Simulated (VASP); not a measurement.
# Cu (Fm-3m) in VASP: further runs, part 2 of 2

VASP 6.6.1. The steps go on from the part before.

## (4) Relaxation of cell and atoms, PBE, target pressure 20 GPa, at which the enthalpy is minimised

INCAR

```
ALGO = Normal
EDIFF = 1E-7
EDIFFG = -0.005
ENCUT = 600
GGA = PE
IBRION = 2
ISIF = 3
ISMEAR = -1
LASPH = T
LCHARG = F
LREAL = F
LWAVE = F
NELM = 80
NSW = 32
PREC = Accurate
PSTRESS = 200.0
SIGMA = 0.1
```

KPOINTS

```
k-points
0
Gamma
  19 19 19
```

POSCAR

```
Cu
1.0
    0.0000000000      1.7504853964      1.7504853964
    1.7504853964      0.0000000000      1.7504853964
    1.7504853964      1.7504853964      0.0000000000
Cu
1
Direct
    0.0000000000      0.0000000000      0.0000000000
```

Potentials or basis: VASP PAW PBE potentials, release 64 (Cu).

Run with:

```bash
$ cat potpaw_PBE.64/Cu/POTCAR > POTCAR
$ mpirun -np 1 vasp_std > vasp.out
```

OUTCAR:

```text
EDIFF = 1E-7
   EDIFFG = -0.005
   ENCUT = 600
   GGA = PE
   IBRION = 2
   ISIF = 3
   ISMEAR = -1
   LASPH = T
   LREAL = F
   NELM = 80
   NSW = 32
   PREC = Accurate
   PSTRESS = 200.0

 ion  position               nearest neighbor table
   1  0.000  0.000  0.000-

  LATTYP: Found a face centered cubic cell.
 ALAT       =     3.5009707928

  Lattice vectors:

 A1 = (   0.0000000000,   1.7504853964,   1.7504853964)
 A2 = (   1.7504853964,   0.0000000000,   1.7504853964)
 A3 = (   1.7504853964,   1.7504853964,   0.0000000000)

Analysis of symmetry for initial positions (statically):
=====================================================================
 Subroutine PRICEL returns:
 Original cell was already a primitive cell.

 Routine SETGRP: Setting up the symmetry group for a
 face centered cubic supercell.

 Subroutine GETGRP returns: Found 48 space group operations
 (whereof 48 operations were pure point group operations)
 out of a pool of 48 trial point group operations.
[... 164 lines left out ...]

  FORCE on cell =-STRESS in cart. coord.  units (eV):
  Direction    XX          YY          ZZ          XY          YZ          ZX
  --------------------------------------------------------------------------------------
  -------------------------------------------------------------------------------------
  Total        1.3798129      1.3798129      1.3798129     -0.0000000      0.0000000      0.0000000
  in kB      206.0750078    206.0750078    206.0750078     -0.0000000      0.0000000      0.0000000
  external PRESSURE =       6.0750078 kB  Pullay stress =     200.0000000 kB
[... 61 lines left out ...]
--------------------------------------- Ionic step        3  -------------------------------------------

 number of electron      10.9999991 magnetization

 Free energy of the ion-electron system (eV)
  ---------------------------------------------------
  ext. energy  EPLUGINS =         0.00000000
  ---------------------------------------------------
  free energy    TOTEN  =        -3.66177643 eV

  energy without entropy =       -3.65180850  energy(sigma->0) =       -3.65679246

 E-fermi :   8.8657     XC(G=0): -13.2795

 val. band max:        8.8595141848   @ k =  -0.3684   0.1579   0.0000
 cond. band min:       8.8929521717   @ k =  -0.4737   0.1053   0.0000
 fundamental gap:      0.0334379869
 Fermi energy:         8.8656919626

 k-point     1 :       0.0000    0.0000    0.0000
  band No.  band energies     occupation
      1      -1.2834      2.00000
      2       5.4680      2.00000
      3       5.4680      2.00000
      4       5.4680      2.00000
      5       6.4183      2.00000
      6       6.4183      2.00000
      7      32.1424      0.00000
      8      35.5299      0.00000
      9      35.5299      0.00000
[... 265 lines left out ...]
 k-point    24 :      -0.2632    0.0526    0.0000
  band No.  band energies     occupation
      1       1.5492      2.00000
      2       5.1484      2.00000
      3       5.6085      2.00000
      4       5.6536      2.00000
      5       6.4789      2.00000
      6       6.7616      2.00000
      7      20.6052      0.00000
      8      29.8005      0.00000
      9      33.0340      0.00000

 [... further k-points ...]
[... 5 lines left out ...]
  --------------------------------------------------------------------------------------
  -------------------------------------------------------------------------------------
  Total        1.3441912      1.3441912      1.3441912     -0.0000000      0.0000000      0.0000000
  in kB      200.2444062    200.2444062    200.2444062     -0.0000000      0.0000000      0.0000000
  external PRESSURE =       0.2444062 kB  Pullay stress =     200.0000000 kB
[... 20 lines left out ...]
  energy  without entropy=       -3.6518084957  energy(sigma->0) =       -3.65679246

  enthalpy is  TOTEN    =        -2.3192259188 eV   P V=        1.3425505138

 reached required accuracy - stopping structural energy minimisation
```

OSZICAR:

```text
N       E                     dE             d eps       ncg     rms          rms(c)
DAV:   1     0.381850710111E+02    0.38185E+02   -0.62971E+03  4128   0.238E+03
[... 22 lines left out ...]
       N       E                     dE             d eps       ncg     rms          rms(c)
DAV:   1    -0.366429955586E+01    0.18767E-02   -0.49725E-02  4155   0.591E+00    0.414E-01
DAV:   2    -0.366250784002E+01    0.17917E-02   -0.35437E-02  4148   0.445E+00    0.147E-01
DAV:   3    -0.366184452801E+01    0.66331E-03   -0.49537E-03  4114   0.171E+00    0.576E-02
DAV:   4    -0.366177714047E+01    0.67388E-04   -0.81437E-05  5207   0.118E-01    0.206E-03
DAV:   5    -0.366177689856E+01    0.24191E-06   -0.41723E-07  3969   0.879E-03    0.195E-03
DAV:   6    -0.366177639331E+01    0.50525E-06   -0.15505E-07  2313   0.834E-03    0.212E-04
DAV:   7    -0.366177643256E+01   -0.39248E-07   -0.31584E-09  2024   0.128E-03
   3 F= -.23192259E+01 E0= -.23142420E+01  d E =-.509504E-04
```

CONTCAR:

```text
Cu
   1.00000000000000
    -0.0000000000000000    1.7519716546762674    1.7519716546762674
     1.7519716546762674    0.0000000000000000    1.7519716546762674
     1.7519716546762674    1.7519716546762674   -0.0000000000000000
  Cu
     1
Direct
     0.0000000000000000    0.0000000000000000    0.0000000000000000

  0.00000000E+00  0.00000000E+00  0.00000000E+00
```

It took 80 s on 1 thread of Intel Xeon 8259CL, shared host; peak memory 0.15 GiB.

What came out:

```
Free energy                                            : -3.6618 eV
Relaxed volume                                         : 10.76 Å³/atom
Relaxed cell                                           : a = 2.478 Å, b = 2.478 Å, c = 2.478 Å, α = 60.00°, β = 60.00°, γ = 60.00°
Space group after relaxing (to 0.05 Å)                 : Fm-3m (No. 225)
Energy change on relaxing (the enthalpy is what falls) : -3.5 meV/atom
Ionic steps                                            : 3
Pressure after relaxing                                : 20.0 GPa
```

Step by step:
| step | energy change (eV) | largest force (eV/Å) | pressure (GPa) | volume (Å³) |
| --- | --- | --- | --- | --- |
| 1 | 0.0000 | 0.0000 | 20.61 | 10.73 |
| 2 | -0.0079 | 0.0000 | 19.24 | 10.79 |
| 3 | -0.0035 | 0.0000 | 20.02 | 10.76 |

Final structure:
```
CELL_PARAMETERS angstrom
0.00000 1.75197 1.75197
1.75197 0.00000 1.75197
1.75197 1.75197 0.00000
ATOMIC_POSITIONS crystal
Cu 0.00000 0.00000 0.00000
```

Levels at points of the mesh, in eV from the Fermi level:
| k point | band 2 | band 3 | band 4 | band 5 | band 6 | band 7 | band 8 | band 9 |
| --- | --- | --- | --- | --- | --- | --- | --- | --- |
| (0.00, 0.00, 0.00) | -3.40 | -3.40 | -3.40 | -2.45 | -2.45 | 23.28 | 26.66 | 26.66 |

Caveat: the cell is relaxed towards a set pressure, so the enthalpy falls and the energy may rise.

## (5) Single point, PBE (volume scaled by 0.899, to set the pressure)

INCAR

```
PREC = Accurate
ENCUT = 600
EDIFF = 1E-6
ISMEAR = -1
SIGMA = 0.1
LREAL = F
LASPH = T
NELM = 120
ALGO = Normal
ISIF = 2
LWAVE = F
LCHARG = F
GGA = PE
NBANDS = 12
GGA_COMPAT = F
```

KPOINTS

```
Automatic mesh
0
Gamma
  19 19 19
```

POSCAR

```
Cu
1.0
    0.0000000000      1.7513214508      1.7513214508
    1.7513214508      0.0000000000      1.7513214508
    1.7513214508      1.7513214508      0.0000000000
Cu
1
Direct
    0.0000000000      0.0000000000      0.0000000000
```

Run with:

```bash
$ cat potpaw_PBE.64/Cu/POTCAR > POTCAR
$ mpirun -np 1 vasp_std > vasp.out
```

Run time: 22 s. Hardware: 1 thread of Intel Xeon Platinum 8488C (Sapphire Rapids), shared host; peak memory 0.14 GiB.

It converged, with:

- Free energy: -3.6603 eV
- Pressure: 20.3 GPa

Levels at points of the mesh, in eV from the Fermi level:
```
           k point  band 2  band 3  band 4  band 5  band 6  band 7  band 8  band 9  band 10  band 11
(0.00, 0.00, 0.00)   -3.40   -3.40   -3.40   -2.45   -2.45   23.29   26.68   26.68    26.68    29.29
```

Caveat: the cell differs from its parent crystal (volume scaled by 0.899, to set the pressure).

## (6) The runs side by side

| task | cell | cutoff (eV) | gap on the mesh (eV) | pressure (GPa) |
| --- | --- | --- | --- | --- |
| single point | a = 2.476 Å, angles 60.0°, 1 atom | 520 | none | 20.5 |
| relaxation of cell and atoms | relaxed to 20 GPa from a = 2.477 Å, angles 60.0°, 1 atom | 600 | none | 20.0 |
| relaxation of cell and atoms | relaxed to 20 GPa from a = 2.476 Å, angles 60.0°, 1 atom | 600 | none | 20.0 |
| single point | a = 2.477 Å, angles 60.0°, 1 atom | 600 | none | 20.3 |

Alike in all rows: level PBE; potentials or basis VASP PAW PBE potentials, release 64 (Cu); no spin polarisation; k mesh 19 × 19 × 19; smearing fermi-dirac 0.1 eV.

Caveats: the cell is relaxed towards a set pressure, so the enthalpy falls and the energy may rise (some runs).

Absolute energies hang on the potentials; compare differences alone.
